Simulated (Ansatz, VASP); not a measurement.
# WC in VASP and in Ansatz

INCAR

```
  PREC = Accurate
  ENCUT = 520
  EDIFF = 1E-6
  ISMEAR = 0
  SIGMA = 0.15
  LREAL = F
  LASPH = T
  NELM = 60
  ALGO = Normal
  ISIF = 2
  LWAVE = F
  LCHARG = F
  GGA = PS
  NBANDS = 16
```

File KPOINTS:

```
Automatic mesh
0
Gamma
  18 18 18
```

File POSCAR:

```
WC
1.0
    0.0000000000      2.1378669000      2.1378669000
    2.1378669000      0.0000000000      2.1378669000
    2.1378669000      2.1378669000      0.0000000000
W C
1 1
Direct
    0.0000000000      0.0000000000      0.0000000000
    0.5000000000      0.5000000000      0.5000000000
```

Input for Ansatz:

```yaml
crystal:
  lattice:
    - [0.0, 2.1378669, 2.1378669]
    - [2.1378669, 0.0, 2.1378669]
    - [2.1378669, 2.1378669, 0.0]
  atoms:
    - { symbol: W, position: [0.0, 0.0, 0.0] }
    - { symbol: C, position: [0.5, 0.5, 0.5] }
basis:
  ecutwfc: 420
kpoints:
  mp_grid: { grid: [18, 18, 18] }
hamiltonian:
  xc: pbesol
scf:
  occupations: { method: gaussian, width: 0.15 }
output:
  forces: true
  stress: true
  eigenvalues: true
  write_density: true
  write_potential: true
  elf: true
  volumetric_format: npy
```

Change from the starting cell: strain -0.025 along x and y, -0.025 along z, atoms carried along.

Alike in both runs: task single point; functional PBEsol; k mesh 18 × 18 × 18; occupations gaussian, width 0.15 eV; no spin polarisation.

|  | VASP | Ansatz |
| --- | --- | --- |
| version | VASP 6.6.1 | Ansatz 0.2.0 |
| potentials or method | VASP PAW PBE potentials, release 64 (W_sv, C), cutoff 520 eV | scalar-relativistic, plane waves, PAW |
| valence electrons in the cell | 18 | 18 |

VASP gave:

```
gap on the k mesh at the Fermi level (eV) : none
pressure (GPa)                            : 22.3
```

**Question.** Estimate Ansatz's values.

**Answer.** gap on the k mesh at the Fermi level (eV): none; pressure (GPa): 20.9.

VASP's potentials were made for PBE, not for PBEsol. A gap of «none» marks a metal or a gap that the smearing closes.

Neither program's run includes spin-orbit coupling.
